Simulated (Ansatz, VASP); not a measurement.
CaLa2Cd3 in VASP and in Ansatz

```
CELL_PARAMETERS angstrom
3.14705 1.81695 4.62685
-3.14705 1.81695 4.62685
0.00000 -3.63390 4.62685
ATOMIC_POSITIONS crystal
Ca 0.50000 0.50000 0.50000
La 0.87205 0.87205 0.87205
La 0.12795 0.12795 0.12795
Cd 0.50000 0.50000 0.00000
Cd 0.00000 0.50000 0.50000
Cd 0.50000 0.00000 0.50000
```

Change from the starting cell: species swapped into the Ca2GePd3 type (R-3m, No. 166).

Alike in both runs: task single point; functional PBE; k mesh 3 × 3 × 3; occupations gaussian, width 0.1 eV; no spin polarisation.

```csv
,VASP,Ansatz
version,VASP 6.6.1,Ansatz 0.2.0
potentials or method,"VASP PAW PBE potentials, release 64 (Ca_sv, La, Cd), cutoff 520 eV","scalar-relativistic, plane waves, PAW"
valence electrons in the cell,68,92
```

|  | VASP | Ansatz | Ansatz less VASP |
| --- | --- | --- | --- |
| gap on the k mesh at the Fermi level (eV) | none | none | - |
| pressure (GPa) | 5.8 | 5.7 | -0.13 |
| traceless stress, the component that is largest in VASP (GPa) | 3.49 | 3.49 | -0.006 |
| rms of the force components (eV/Å) | 0.143 | 0.143 | -0.0003 |

Atom by atom the forces differ by 0.000 eV/Å (rms over components). A gap of «none» marks a metal or a gap that the smearing closes. VASP's potentials hold 68 valence electrons a cell and Ansatz's 92, so a difference there can come from the potentials and not from the codes.

The k mesh is coarse, so the values compare programs but aren't converged. Neither program's run includes spin-orbit coupling.
